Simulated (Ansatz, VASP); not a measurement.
# V in VASP and in Ansatz

Contents of POSCAR:

```
V
1.0
    2.6042941027      0.0390644115      0.0000000000
   -1.2683162786      2.2358526461      0.0000000000
    0.0000000000      0.0000000000      4.7233360000
V
2
Direct
    0.6666666667      0.3333333333      0.7500000000
    0.3333333333      0.6666666667      0.2500000000
```

INCAR.step1

```
PREC     = Accurate       # precision mode
ENCUT    = 520            # plane-wave cutoff, eV
ISMEAR   = -1             # smearing method
SIGMA    = 0.05           # smearing width, eV
LREAL    = F              # projectors in reciprocal space
LASPH    = T              # aspherical terms in the spheres
NELM     = 80             # most SCF steps
NBANDS   = 20             # bands
GGA      = PE             # functional
ALGO     = Normal         # electronic algorithm
EDIFF    = 1E-4           # SCF threshold, eV
LWAVE    = T              # write WAVECAR
LCHARG   = F              # write CHGCAR
```

The input INCAR.step2:

```
PREC     = Accurate       # precision mode
ENCUT    = 520            # plane-wave cutoff, eV
EDIFF    = 1E-8           # SCF threshold, eV
ISMEAR   = -1             # smearing method
SIGMA    = 0.05           # smearing width, eV
LREAL    = F              # projectors in reciprocal space
LASPH    = T              # aspherical terms in the spheres
NELM     = 80             # most SCF steps
ALGO     = Normal         # electronic algorithm
ISIF     = 2              # what is computed and relaxed
LWAVE    = F              # write WAVECAR
LCHARG   = F              # write CHGCAR
METAGGA  = R2SCAN         # meta-GGA
LMIXTAU  = T            
LEFG     = T            
NBANDS   = 20             # bands
ISTART   = 1
```

File KPOINTS:

```
Automatic mesh
0
Gamma
  14 14 7
```

Input for Ansatz:

```yaml
crystal:
  lattice:
    - [2.6042941027, 0.0390644115, 0.0]
    - [-1.2683162786, 2.2358526461, 0.0]
    - [0.0, 0.0, 4.723336]
  atoms:
    - { symbol: V, position: [0.6666666667, 0.3333333333, 0.75] }
    - { symbol: V, position: [0.3333333333, 0.6666666667, 0.25] }
kpoints:
  mp_grid: { grid: [14, 14, 7] }
scf:
  occupations: { method: fermi_dirac, width: 0.05 }
hamiltonian:
  xc: r2scan
  pseudopotentials: { kind: all_electron, datasets: crystal }
output:
  forces: true
  stress: true
  eigenvalues: true
  efg: { contact_densities: true }
```

Change from the starting cell: xy shear strain of +3 %, crystal datasets.

Alike in both runs: task electric field gradients; functional r2SCAN; k mesh 14 × 14 × 7; occupations fermi-dirac, width 0.05 eV; no spin polarisation.

|  | VASP | Ansatz |
| --- | --- | --- |
| version | VASP 6.6.1 | Ansatz 0.2.0 |
| potentials or method | VASP PAW PBE potentials, release 64 (V_sv), cutoff 520 eV | all-electron PAW with datasets made for the crystal, scalar-relativistic |

Ansatz gave:

```
pressure (GPa)                                                : -3.0
traceless stress, the component that is largest in VASP (GPa) : -1.41
rms of the force components (eV/Å)                            : 0.073
size of Vzz on the site where it differs most (V/Å²)          : 8.7
```

What did VASP give for the same quantities?

Pressure (GPa): -2.4; traceless stress, the component that is largest in VASP (GPa): -1.47; rms of the force components (eV/Å): 0.074; size of Vzz on the site where it differs most (V/Å²): 8.6.

VASP's potentials were made for PBE, not for r2SCAN. Atom by atom the forces differ by 0.000 eV/Å (rms over components). Ansatz ran all-electron here, and VASP with PAW potentials.
